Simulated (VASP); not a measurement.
Crystal: Sc4BP3.

```
Sc B P
1.0
     3.63000    0.00000    0.00000
     0.00000    3.63000    0.00000
     0.00000    0.00000   10.26000
Sc B P
4 1 3
Direct
  0.00000 0.00000 0.75000
  0.00000 0.00000 0.25000
  0.50000 0.50000 0.00000
  0.50000 0.50000 0.50000
  0.00000 0.00000 0.00000
  0.00000 0.00000 0.50000
  0.50000 0.50000 0.75000
  0.50000 0.50000 0.25000
```

| Item | Value |
| --- | --- |
| Program | VASP 6.6.1 |
| Task | relaxation of cell and atoms |
| Functional | PBE |
| Potentials or basis | VASP PAW PBE potentials, release 64 (Sc_sv, B, P) |
| Cutoff | 600 eV |
| k mesh | 5 × 5 × 2 |
| Occupations | gaussian, width 0.2 eV |
| Spin | no spin polarisation |

At the start: pressure 6.5 GPa; volume 16.90 Å³/atom.

Question: Where does the relaxation end?

Answer: Over 5 steps the energy falls by 24.9 meV/atom and the volume is 17.90 Å³/atom (+5.9 %); space group P4/mmm (No. 123, to 0.05 Å).

Step by step:
```csv
step,energy change (eV),largest force (eV/Å),pressure (GPa),volume (Å³)
1,0.0000,0.5786,6.48,135.19
2,-0.1224,0.2726,-3.42,149.00
3,-0.1766,0.3610,-0.25,143.83
4,-0.1878,0.2594,-0.15,143.63
5,-0.1992,0.0293,0.14,143.19
```

Final structure:
```cif
data_structure
_symmetry_space_group_name_H-M 'P 1'
_symmetry_Int_Tables_number 1
_cell_length_a 3.7080
_cell_length_b 3.7080
_cell_length_c 10.4139
_cell_angle_alpha 90.000
_cell_angle_beta 90.000
_cell_angle_gamma 90.000
_cell_volume 143.19
loop_
_atom_site_label
_atom_site_type_symbol
_atom_site_fract_x
_atom_site_fract_y
_atom_site_fract_z
_atom_site_occupancy
Sc1 Sc 0.00000 0.00000 0.75701 1
Sc2 Sc 0.00000 0.00000 0.24299 1
Sc3 Sc 0.50000 0.50000 0.00000 1
Sc4 Sc 0.50000 0.50000 0.50000 1
B1 B 0.00000 0.00000 0.00000 1
P1 P 0.00000 0.00000 0.50000 1
P2 P 0.50000 0.50000 0.75120 1
P3 P 0.50000 0.50000 0.24880 1
```

Caveat: the relaxation stopped at a loose force limit of 0.08 eV/Å, so its end isn't a converged minimum.
